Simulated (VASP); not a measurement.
# Sn (Im-3m) in VASP: notebook, part 2 of 2

VASP 6.6.1. The steps go on from the part before.

## 4. Relaxation of cell and atoms, PBEsol, target pressure 23 GPa, at which the enthalpy is minimised

Contents of INCAR:

```
PREC = Accurate
ENCUT = 600
EDIFF = 1E-6
ISMEAR = -1
SIGMA = 0.05
LREAL = F
LASPH = T
NELM = 80
ALGO = Normal
ISIF = 3
LWAVE = F
LCHARG = F
GGA = PS
IBRION = 2
NSW = 32
EDIFFG = -0.005
PSTRESS = 230.0
```

Contents of KPOINTS:

```
Automatic mesh
0
Gamma
  15 15 15
```

Contents of POSCAR:

```
Sn
1.0
   -1.7283715539      1.7283715539      1.7283715539
    1.7283715539     -1.7283715539      1.7283715539
    1.7283715539      1.7283715539     -1.7283715539
Sn
1
Direct
    0.0000000000      0.0000000000      0.0000000000
```

Potentials or basis: VASP PAW PBE potentials, release 64 (Sn_d).

Launch:

```
$ cat potpaw_PBE.64/Sn_d/POTCAR > POTCAR
$ mpirun -np 1 vasp_std > vasp.out
```

OUTCAR:

```text
PREC = Accurate
   ENCUT = 600
   EDIFF = 1E-6
   ISMEAR = -1
   LREAL = F
   LASPH = T
   NELM = 80
   ISIF = 3
   GGA = PS
   IBRION = 2
   NSW = 32
   EDIFFG = -0.005
   PSTRESS = 230.0

 ion  position               nearest neighbor table
   1  0.000  0.000  0.000-

  LATTYP: Found a body centered cubic cell.
 ALAT       =     3.4567431078

  Lattice vectors:

 A1 = (  -1.7283715539,   1.7283715539,   1.7283715539)
 A2 = (   1.7283715539,  -1.7283715539,   1.7283715539)
 A3 = (   1.7283715539,   1.7283715539,  -1.7283715539)

Analysis of symmetry for initial positions (statically):
=====================================================================
 Subroutine PRICEL returns:
 Original cell was already a primitive cell.

 Routine SETGRP: Setting up the symmetry group for a
 body centered cubic supercell.

 Subroutine GETGRP returns: Found 48 space group operations
 (whereof 48 operations were pure point group operations)
 out of a pool of 48 trial point group operations.

The static configuration has the point symmetry O_h .

Analysis of symmetry for dynamics (positions and initial velocities):
=====================================================================
 Subroutine PRICEL returns:
 Original cell was already a primitive cell.

 Routine SETGRP: Setting up the symmetry group for a
 body centered cubic supercell.

 Subroutine GETGRP returns: Found 48 space group operations
 (whereof 48 operations were pure point group operations)
 out of a pool of 48 trial point group operations.

The dynamic configuration has the point symmetry O_h .

 Subroutine INISYM returns: Found 48 space group operations
 (whereof 48 operations are pure point group operations),
 and found     1 'primitive' translations

----------------------------------------------------------------------------------------

                                     Primitive cell

  volume of cell :      20.6524

  direct lattice vectors                    reciprocal lattice vectors
    -1.728371554  1.728371554  1.728371554     0.000000000  0.289289649  0.289289649
     1.728371554 -1.728371554  1.728371554     0.289289649  0.000000000  0.289289649
[... 114 lines left out ...]
 conjugate gradient relaxation of ions
 non-spin polarized calculation
  energy-cutoff  :      600.00
  volume of cell :       20.65
 maximum number of plane-waves:       712
   NGX = 11   NGY = 11   NGZ = 11

 number of electron      14.0000006 magnetization

 Free energy of the ion-electron system (eV)
  ---------------------------------------------------
  ext. energy  EPLUGINS =         0.00000000
  ---------------------------------------------------
  free energy    TOTEN  =        -3.92292995 eV

  energy without entropy =       -3.91984661  energy(sigma->0) =       -3.92138828

 E-fermi :  11.6584     XC(G=0): -11.8633

 val. band max:       11.5442162287   @ k =   0.2667   0.2000   0.0667
 cond. band min:      11.6776395292   @ k =  -0.3333   0.4667   0.1333
 fundamental gap:      0.1334233004
 Fermi energy:        11.6583651117

 k-point     1 :       0.0000    0.0000    0.0000
  band No.  band energies     occupation
      1     -10.0232      2.00000
      2     -10.0232      2.00000
      3     -10.0232      2.00000
      4      -9.7133      2.00000
      5      -9.7133      2.00000
      6      -1.6835      2.00000
      7      22.5952      0.00000
      8      22.5952      0.00000
      9      22.5952      0.00000
     10      24.2984      0.00000
     11      24.2984      0.00000
[... 309 lines left out ...]
 k-point    24 :       0.4000    0.2000    0.0000
  band No.  band energies     occupation
      1     -10.0893      2.00000
      2      -9.9474      2.00000
      3      -9.7622      2.00000
      4      -9.7291      2.00000
      5      -9.6015      2.00000
      6       5.6191      2.00000
      7       6.6574      2.00000
      8      11.7371      0.34289
      9      16.8077      0.00000
     10      23.0969      0.00000
     11      27.0569      0.00000

 [... further k-points ...]

------------------------ aborting loop because EDIFF is reached ----------------------------------------

  FORCE on cell =-STRESS in cart. coord.  units (eV):
  Direction    XX          YY          ZZ          XY          YZ          ZX
  --------------------------------------------------------------------------------------
  -------------------------------------------------------------------------------------
  Total        2.9695393      2.9695393      2.9695393     -0.0000000      0.0000000     -0.0000000
  in kB      230.3712842    230.3712842    230.3712842     -0.0000000      0.0000000     -0.0000000
  external PRESSURE =       0.3712842 kB  Pullay stress =     230.0000000 kB

 VOLUME and BASIS-vectors are now :
 -----------------------------------------------------------------------------
  energy-cutoff  :      600.00
  volume of cell :       20.65
      direct lattice vectors                 reciprocal lattice vectors
    -1.728371554  1.728371554  1.728371554     0.000000000  0.289289649  0.289289649
     1.728371554 -1.728371554  1.728371554     0.289289649  0.000000000  0.289289649
     1.728371554  1.728371554 -1.728371554     0.289289649  0.289289649  0.000000000

 POSITION                                       TOTAL-FORCE (eV/Angst)
 -----------------------------------------------------------------------------------
      0.00000      0.00000      0.00000        -0.000000      0.000000     -0.000000
 -----------------------------------------------------------------------------------
    total drift:                               -0.000000      0.000000      0.000000

  FREE ENERGIE OF THE ION-ELECTRON SYSTEM (eV)
  ---------------------------------------------------
  free  energy   TOTEN  =        -3.9229299530 eV

  energy  without entropy=       -3.9198466077  energy(sigma->0) =       -3.92138828

  enthalpy is  TOTEN    =        -0.9581765599 eV   P V=        2.9647533930

 reached required accuracy - stopping structural energy minimisation
```

CONTCAR:

```text
Sn
   1.00000000000000
    -1.7283715539000000    1.7283715539000000    1.7283715539000000
     1.7283715539000000   -1.7283715539000000    1.7283715539000000
     1.7283715539000000    1.7283715539000000   -1.7283715539000000
  Sn
     1
Direct
     0.0000000000000000    0.0000000000000000    0.0000000000000000

  0.00000000E+00  0.00000000E+00  0.00000000E+00
```

Run time: 12 s. Hardware: 1 thread of AMD EPYC 9R45 (Zen 5), shared host; peak memory 0.13 GiB.

Results:

- Free energy: -3.9229 eV
- Pressure after relaxing: 23.0 GPa
- Band gap on the k mesh: zero (band 7 reaches 22.60 eV, above the bottom of band 8 at 8.27 eV)

Final structure:
```xyz
1
Lattice="-1.7284 1.7284 1.7284 1.7284 -1.7284 1.7284 1.7284 1.7284 -1.7284" Properties=species:S:1:pos:R:3 pbc="T T T"
Sn    0.0000    0.0000    0.0000
```

Caveat: the relaxation stopped at its first step, so nothing moved; the cell is relaxed towards a set pressure, so the enthalpy falls and the energy may rise; the PAW data sets were made with another functional, which shifts forces and pressure a little; spin-orbit coupling is left out, which moves the levels of the heavy elements.

## 5. The runs side by side

| task | cell | cutoff (eV) | gap on the mesh (eV) | pressure (GPa) |
| --- | --- | --- | --- | --- |
| single point | a = 2.994 Å, angles 109.5°, 1 atom | 520 | none | 23.0 |
| relaxation of cell and atoms | relaxed to 23 GPa from a = 2.995 Å, angles 109.5°, 1 atom | 600 | none | 23.0 |
| relaxation of cell and atoms | relaxed to 23 GPa from a = 2.994 Å, angles 109.5°, 1 atom | 600 | none | 23.0 |

Alike in all rows: level PBEsol; potentials or basis VASP PAW PBE potentials, release 64 (Sn_d); no spin polarisation; k mesh 15 × 15 × 15; smearing fermi-dirac 0.05 eV.

Caveats: the PAW data sets were made with another functional, which shifts forces and pressure a little; spin-orbit coupling is left out, which moves the levels of the heavy elements; the cell is relaxed towards a set pressure, so the enthalpy falls and the energy may rise (some runs); the relaxation stopped at its first step, so nothing moved (some runs).

Total energies depend on the potentials used, so only differences within one code and one set of settings carry meaning.
